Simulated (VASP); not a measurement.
A run of VASP 6.6.1 is set up as follows.

Contents of POSCAR:

```
SnTe
1.0
    4.4559750000      0.0000000000      0.0000000000
    2.2279875000      3.8589875486      0.0000000000
    2.2279875000      1.2863291829      3.6382883522
Sn Te
1 1
Direct
    0.0000000000      0.0000000000      0.0000000000
    0.5000000000      0.5000000000      0.5000000000
```

Contents of INCAR.step1:

```
PREC = Accurate
ENCUT = 600
ISMEAR = 0
SIGMA = 0.1
LREAL = False
LASPH = True
NELM = 80
GGA = PE
ALGO = Normal
EDIFF = 1E-4
LWAVE = True
LCHARG = False
```

The input INCAR.step2:

```
PREC = Accurate
ENCUT = 600
EDIFF = 1E-7
ISMEAR = 0
SIGMA = 0.1
LREAL = False
LASPH = True
NELM = 80
ALGO = Normal
ISIF = 3
LWAVE = False
LCHARG = False
METAGGA = R2SCAN
LMIXTAU = True
IBRION = 2
NSW = 60
EDIFFG = -0.01
ISTART = 1
```

Contents of KPOINTS:

```
regular mesh
0
Gamma
  6 6 6
```

Potentials or basis: VASP PAW PBE potentials, release 64 (Sn_d, Te).

Command:

```bash
$ cat potpaw_PBE.64/Sn_d/POTCAR potpaw_PBE.64/Te/POTCAR > POTCAR
$ cp INCAR.step1 INCAR
$ mpirun -np 1 vasp_std > vasp.out
$ cp INCAR.step2 INCAR
$ mpirun -np 1 vasp_std > vasp.out
```

Task: Predict the relaxed cell.

Result: a = 4.509 Å, b = 4.509 Å, c = 4.509 Å, α = 60.00°, β = 60.00°, γ = 60.00°.

Task: Predict the space group after relaxing (to 0.05 Å).

Result: Fm-3m (No. 225).

Final structure:
```
Sn Te
1.0
     4.50912    0.00000    0.00000
     2.25456    3.90501    0.00000
     2.25456    1.30167    3.68168
Sn Te
1 1
Direct
  0.00000 0.00000 0.00000
  0.50000 0.50000 0.50000
```

 Zero-point motion and thermal expansion aren't in these numbers.
